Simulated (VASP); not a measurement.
## Ga4SbAs3: single point with PBE

Ga4SbAs3:

```
As Ga Sb
1.0
     5.86869    0.00000    0.00000
     0.00000    5.86869    0.00000
     0.00000    0.00000    5.86869
As Ga Sb
3 4 1
Direct
  0.50000 0.00000 0.00000
  0.00000 0.50000 0.00000
  0.00000 0.00000 0.50000
  0.24171 0.75829 0.75829
  0.75829 0.24171 0.75829
  0.75829 0.75829 0.24171
  0.24171 0.24171 0.24171
  0.50000 0.50000 0.50000
```

```json
{"Program": "VASP 6.6.1", "Task": "single point", "Functional": "PBE", "Potentials or basis": "VASP PAW PBE potentials, release 64 (As, Ga_d, Sb)", "Cutoff": "520 eV", "k mesh": "4 × 4 × 4", "Occupations": "fermi-dirac, width 0.02 eV", "Spin": "no spin polarisation"}
```

```yaml
Pressure: 0.2 GPa
Largest_force: 0.005 eV/Å
Band_gap_on_the_k_mesh: zero (filled and empty bands touch)
```

Forces on the atoms (eV/Å):
```
As   0.000  0.000  0.000
As   0.000  0.000  0.000
As   0.000  0.000  0.000
Ga   0.003 -0.003 -0.003
Ga  -0.003  0.003 -0.003
Ga  -0.003 -0.003  0.003
Ga   0.003  0.003  0.003
Sb   0.000  0.000  0.000
```

Levels at points of the mesh, in eV from the Fermi level:
```
           k point  band 34  band 35  band 36  band 37  band 38  band 39
(0.00, 0.00, 0.00)    -0.22    -0.01    -0.01    -0.01     1.41     1.41
(0.50, 0.00, 0.00)    -1.82    -1.39    -1.39     1.63     1.82     2.66
(0.50, 0.50, 0.00)    -1.31    -0.96    -0.96     2.11     2.11     2.45
(0.50, 0.50, 0.50)    -0.76    -0.76    -0.76     0.42     0.42     0.42
```

Wall time 3.4 min on 1 thread of AMD EPYC 7R13 (shared host), peak memory 0.34 GiB.

Caveat: semilocal functionals underestimate gaps, and a narrow one can read as zero; spin-orbit coupling is left out, which moves the levels of the heavy elements.
